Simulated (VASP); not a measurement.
# Cu3O2 (I4/mmm) in VASP: further runs, part 2 of 3

VASP 6.6.1. The steps go on from the part before.

### Step 3. Single point, LDA

This run uses another cell than the first one, of 10.68 Å³/atom, 1.008 times its volume.

INCAR reads:

```
SYSTEM = Cu3O2
PREC     = Accurate       ! precision mode
ENCUT    = 520            ! plane-wave cutoff, eV
EDIFF    = 1E-7           ! SCF threshold, eV
ISMEAR   = 0              ! smearing method
SIGMA    = 0.15           ! smearing width, eV
LREAL    = .False.        ! projectors in reciprocal space
LASPH    = .True.         ! aspherical terms in the spheres
NELM     = 100            ! most SCF steps
ALGO     = Normal         ! electronic algorithm
ISIF     = 2              ! what is computed and relaxed
LWAVE    = .False.        ! write WAVECAR
LCHARG   = .False.        ! write CHGCAR
GGA      = CA             ! functional
NBANDS   = 30             ! bands
```

KPOINTS reads:

```
regular mesh
0
Gamma
  14 14 14
  0 0 0
```

POSCAR reads:

```
Cu3O2
1.0
   -1.9550019901      1.9550019901      3.4928000000
    1.9550019901     -1.9550019901      3.4928000000
    1.9550019901      1.9550019901     -3.4928000000
Cu O
3 2
Direct
    0.2500000000      0.7500000000      0.5000000000
    0.7500000000      0.2500000000      0.5000000000
    0.0000000000      0.0000000000      0.0000000000
    0.0000000000      0.5000000000      0.5000000000
    0.5000000000      0.0000000000      0.5000000000
```

Potentials or basis: VASP PAW LDA potentials, release 64 (Cu, O).

Started as:

```sh
> cat potpaw_LDA.64/Cu/POTCAR potpaw_LDA.64/O/POTCAR > POTCAR
> mpirun -np 1 vasp_std > vasp.out
```

OUTCAR:

```text
SYSTEM = Cu3O2
   PREC = Accurate
   ENCUT = 520
   EDIFF = 1E-7
   ISMEAR = 0
   LREAL = .False.
   LASPH = .True.
   NELM = 100
   ISIF = 2
   GGA = CA

 ion  position               nearest neighbor table
   1  0.250  0.750  0.500-   4 1.75   5 1.75   3 2.62   3 2.62   3 2.62   3 2.62   2 2.76   2 2.76
                             2 2.76   2 2.76
   2  0.750  0.250  0.500-   4 1.75   5 1.75   3 2.62   3 2.62   3 2.62   3 2.62   1 2.76   1 2.76
                             1 2.76   1 2.76
   3  0.000  0.000  0.000-   4 1.96   5 1.96   4 1.96   5 1.96   2 2.62   1 2.62   1 2.62   2 2.62
                             2 2.62   1 2.62   1 2.62   2 2.62
   4  0.000  0.500  0.500-   1 1.75   2 1.75   3 1.96   3 1.96
   5  0.500  0.000  0.500-   1 1.75   2 1.75   3 1.96   3 1.96

  LATTYP: Found a body centered tetragonal cell.
 ALAT       =     3.9100039802
 C/A-ratio  =     1.7865966468

  Lattice vectors:

 A1 = (  -1.9550019901,   1.9550019901,   3.4928000000)
 A2 = (   1.9550019901,  -1.9550019901,   3.4928000000)
 A3 = (   1.9550019901,   1.9550019901,  -3.4928000000)

Analysis of symmetry for initial positions (statically):
=====================================================================
 Subroutine PRICEL returns:
 Original cell was already a primitive cell.

 Routine SETGRP: Setting up the symmetry group for a
 body centered tetragonal supercell.

 Subroutine GETGRP returns: Found 16 space group operations
 (whereof 16 operations were pure point group operations)
 out of a pool of 16 trial point group operations.

The static configuration has the point symmetry D_4h.

Analysis of symmetry for dynamics (positions and initial velocities):
=====================================================================
 Subroutine PRICEL returns:
 Original cell was already a primitive cell.

 Routine SETGRP: Setting up the symmetry group for a
 body centered tetragonal supercell.

 Subroutine GETGRP returns: Found 16 space group operations
 (whereof 16 operations were pure point group operations)
 out of a pool of 16 trial point group operations.

The dynamic configuration has the point symmetry D_4h.

 Subroutine INISYM returns: Found 16 space group operations
 (whereof 16 operations are pure point group operations),
 and found     1 'primitive' translations

----------------------------------------------------------------------------------------

                                     Primitive cell

  volume of cell :      53.3984

  direct lattice vectors                    reciprocal lattice vectors
    -1.955001990  1.955001990  3.492800000     0.000000000  0.255754215  0.143151626
     1.955001990 -1.955001990  3.492800000     0.255754215  0.000000000  0.143151626
     1.955001990  1.955001990 -3.492800000     0.255754215  0.255754215  0.000000000

  length of vectors
     4.454628761  4.454628761  4.454628761     0.293091465  0.293091465  0.361691080

  position of ions in fractional coordinates (direct lattice)
     0.250000000  0.750000000  0.500000000
     0.750000000  0.250000000  0.500000000
     0.000000000  0.000000000  0.000000000
     0.000000000  0.500000000  0.500000000
     0.500000000  0.000000000  0.500000000

  ion indices of the primitive-cell ions
   primitive index   ion index
                 1           1
                 2           2
                 3           3
[... 23 lines left out ...]

 Subroutine IBZKPT returns following result:
 ===========================================

 Found    244 irreducible k-points:

 Following reciprocal coordinates:
            Coordinates               Weight
  0.000000  0.000000  0.000000      1.000000
  0.071429  0.000000 -0.000000      8.000000
  0.142857  0.000000 -0.000000      8.000000
  0.214286  0.000000 -0.000000      8.000000
  0.285714  0.000000 -0.000000      8.000000
  0.357143  0.000000 -0.000000      8.000000
[... 16 lines left out ...]
  0.214286  0.142857  0.000000     16.000000
  0.285714  0.142857 -0.000000     16.000000
 [... further k-points ...]
   k-points           NKPTS =    244   k-points in BZ     NKDIM =    244   number of bands    NBANDS=     30
   number of dos      NEDOS =    301   number of ions     NIONS =      5
   total plane-waves  NPLWV =  46656
   dimension x,y,z NGX =    36 NGY =   36 NGZ =   36
   dimension x,y,z NGXF=    72 NGYF=   72 NGZF=   72
   ions per type =               3   2
   NGX,Y,Z   is equivalent  to a cutoff of  13.44, 13.44, 13.44 a.u.
   NGXF,Y,Z  is equivalent  to a cutoff of  26.87, 26.87, 26.87 a.u.
 SYSTEM =  Cu3O2
   PREC   = accura    normal or accurate (medium, high low for compatibility)
   ISTART =      0    job   : 0-new  1-cont  2-samecut
   ICHARG =      2    charge: 1-file 2-atom 10-const
   ISPIN  =      1    spin polarized calculation?
   LNONCOLLINEAR =      F non collinear calculations
   LSORBIT =      F    spin-orbit coupling
   LASPH  =      T    aspherical Exc in radial PAW
   ENCUT  =  520.0 eV  38.22 Ry    6.18 a.u.   8.28  8.28  8.28*2*pi/ulx,y,z
   NELM   =    100;   NELMIN=  2; NELMDL= -5     # of ELM steps
   EDIFF  = 0.1E-06   stopping-criterion for ELM
   LREAL  =      F    real-space projection
   EDIFFG = 0.1E-05   stopping-criterion for IOM
   NSW    =      0    number of steps for IOM
   IBRION =     -1    ionic relax: 0-MD 1-quasi-New 2-CG
   NFREE  =      0    steps in history (QN), initial steepest desc. (CG)
   ISIF   =      2    stress and relaxation
   ISYM   =      2    0-nonsym 1-usesym 2-fastsym
   POTIM  = 0.5000    time-step for ionic-motion
   TEBEG  =    0.0;   TEEND  =   0.0 temperature during run
   PSTRESS=    0.0 pullay stress
   NELECT =      45.0000    total number of electrons
   NUPDOWN=      -1.0000    fix difference up-down
   EMIN   =  10.00;   EMAX   =-10.00  energy-range for DOS
   EFERMI =   0.00;   METHOD = LEGACY
   ISMEAR =     0;   SIGMA  =   0.15  broadening in eV -4-tet -1-fermi 0-gaus
   EFERMI_NEDOS =   21; number of points for ismear=-14 and -15
   IALGO  =     38    algorithm
   IMIX   =      4    mixing-type and parameters
     AMIX     =   0.40;   BMIX     =  1.00
     AMIX_MAG =   1.60;   BMIX_MAG =  1.00
  volume/ion in A,a.u.               =      10.68        72.07
  Fermi-wavevector in a.u.,A,eV,Ry     =   1.546333  2.922145 32.533504  2.391145
  Thomas-Fermi vector in A             =   2.651584
   LORBIT       =      0    0 simple, 1 ext, 2 COOP (PROOUT), +10 PAW based schemes
   GGA     = CA    functional components
   LHFCALC =     F    Hartree Fock is set to
   AEXX    =    0.0000 exact exchange contribution
   IVDW    =     0    specifies the selected vdW correction
   LEPSILON=     F    determine dielectric tensor
   LRPA    =     F    only Hartree local field effects (RPA)
 non-spin polarized calculation
 Gauss-broadening in eV      SIGMA  =   0.15
  energy-cutoff  :      520.00
  volume of cell :       53.40
 maximum number of plane-waves:      1452
 NGX is ok and might be reduce to    36
   NGX = 17   NGY = 17   NGZ = 17

 number of electron      44.9999993 magnetization

 Free energy of the ion-electron system (eV)
  ---------------------------------------------------
  ext. energy  EPLUGINS =         0.00000000
  ---------------------------------------------------
  free energy    TOTEN  =       -27.12932378 eV

  energy without entropy =      -27.10796144  energy(sigma->0) =      -27.11864261

 E-fermi :   5.5497     XC(G=0): -12.3050

 val. band max:        5.5432402181   @ k =  -0.2143   0.1429   0.0000
 cond. band min:       5.5517730449   @ k =   0.4286   0.1429  -0.0000
 fundamental gap:      0.0085328268
 Fermi energy:         5.5497207530

 k-point     1 :       0.0000    0.0000    0.0000
  band No.  band energies     occupation
      1     -14.4091      2.00000
      2     -12.7613      2.00000
      3      -2.2269      2.00000
      4      -1.0787      2.00000
      5      -1.0787      2.00000
      6      -0.2077      2.00000
[... 781 lines left out ...]
     29      15.8303      0.00000
     30      17.4376      0.00000

 [... further k-points ...]
[... 5 lines left out ...]
  --------------------------------------------------------------------------------------
  -------------------------------------------------------------------------------------
  Total        1.1820944      1.1820944      7.5940611      0.0000000      0.0000000      0.0000000
  in kB       35.4678315     35.4678315    227.8539445      0.0000000      0.0000000      0.0000000
  external PRESSURE =      99.5965359 kB  Pullay stress =       0.0000000 kB

 VOLUME and BASIS-vectors are now :
 -----------------------------------------------------------------------------
  energy-cutoff  :      520.00
  volume of cell :       53.40
      direct lattice vectors                 reciprocal lattice vectors
    -1.955001990  1.955001990  3.492800000     0.000000000  0.255754215  0.143151626
     1.955001990 -1.955001990  3.492800000     0.255754215  0.000000000  0.143151626
     1.955001990  1.955001990 -3.492800000     0.255754215  0.255754215  0.000000000

 POSITION                                       TOTAL-FORCE (eV/Angst)
 -----------------------------------------------------------------------------------
      1.95500     -0.00000      1.74640         0.000000      0.000000      0.000000
     -0.00000      1.95500      1.74640        -0.000000     -0.000000      0.000000
      0.00000      0.00000      0.00000         0.000000      0.000000     -0.000000
      1.95500      0.00000      0.00000         0.000000      0.000000     -0.000000
      0.00000      1.95500      0.00000         0.000000      0.000000     -0.000000
 -----------------------------------------------------------------------------------
    total drift:                                0.000000      0.000000      0.000000

  FREE ENERGIE OF THE ION-ELECTRON SYSTEM (eV)
  ---------------------------------------------------
  free  energy   TOTEN  =       -27.1293237769 eV

  energy  without entropy=      -27.1079614413  energy(sigma->0) =      -27.11864261
```

Wall time 8.8 min (1 thread of Intel Xeon Platinum 8375C at 2.90GHz (Ice Lake), shared host); peak memory 0.4 GiB.

What came out:

```
Free energy : -27.1293 eV
Pressure    : 10.0 GPa
```

Levels at points of the mesh, in eV from the Fermi level:
| k point | band 20 | band 21 | band 22 | band 23 | band 24 | band 25 | band 26 | band 27 |
| --- | --- | --- | --- | --- | --- | --- | --- | --- |
| (0.00, 0.00, 0.00) | -1.79 | -0.92 | -0.92 | 0.45 | 0.90 | 5.17 | 5.17 | 7.37 |
| (0.50, 0.00, 0.00) | -1.51 | -1.10 | -0.71 | -0.20 | 3.13 | 3.61 | 8.33 | 8.82 |
| (0.50, 0.50, 0.00) | -0.60 | -0.55 | -0.27 | 0.07 | 1.37 | 3.76 | 4.21 | 8.50 |
| (0.50, 0.50, 0.50) | -1.79 | -1.39 | -0.36 | -0.36 | 3.71 | 5.25 | 6.51 | 6.51 |

Caveat: an odd number of electrons without spin polarisation forces a metal; a magnetic or distorted state may lie lower. With open d or f shells a metallic result of LDA can be an artefact of self-interaction; +U or a hybrid may open a gap.

(Part 2 of 3 ends here.)
